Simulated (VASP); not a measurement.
Si2W, 9 atoms in the cell. The structure is hexagonal, space group P6_222 (No. 180). The conventional cell has a = 4.639 Å, b = 4.639 Å, c = 6.576 Å, α = 90.00°, β = 90.00°, γ = 120.00°. Si (site symmetry 2) has 5 W at 2.56 to 2.69 Å and 9 Si at 2.58 to 3.22 Å within 3.4 Å. W (site symmetry 222) has 10 Si at 2.56 to 2.69 Å and 4 W at 3.19 Å within 3.4 Å.  This cell differs from its parent crystal: c/a of the conventional cell at fixed volume 1.4174.

- Program: VASP 6.6.1
- Task: single point
- Functional: PBE
- Potentials or basis: VASP PAW PBE potentials, release 64 (Si, W_sv)
- Cutoff: 520 eV
- k mesh: 9 × 9 × 6
- Occupations: gaussian, width 0.03 eV
- Spin: no spin polarisation
- Dipole correction: no
- Further INCAR settings: ALGO = Normal; EDIFF = 1e-06; NBANDS = 43

Potentials or basis: VASP PAW PBE potentials, release 64 (Si, W_sv).

Command:

```bash
$ cat potpaw_PBE.64/Si/POTCAR potpaw_PBE.64/W_sv/POTCAR > POTCAR
$ mpirun -np 1 vasp_std > vasp.out
```

Hardware: 1 thread of Intel Xeon 6975P-C (shared host).

**Question.** Estimate the wall time of this run.

**Answer.** It took 3.4 min on 1 thread of Intel Xeon 6975P-C, on a shared host, peak memory 0.36 GiB. Counts: scf iterations 14, k points 48.
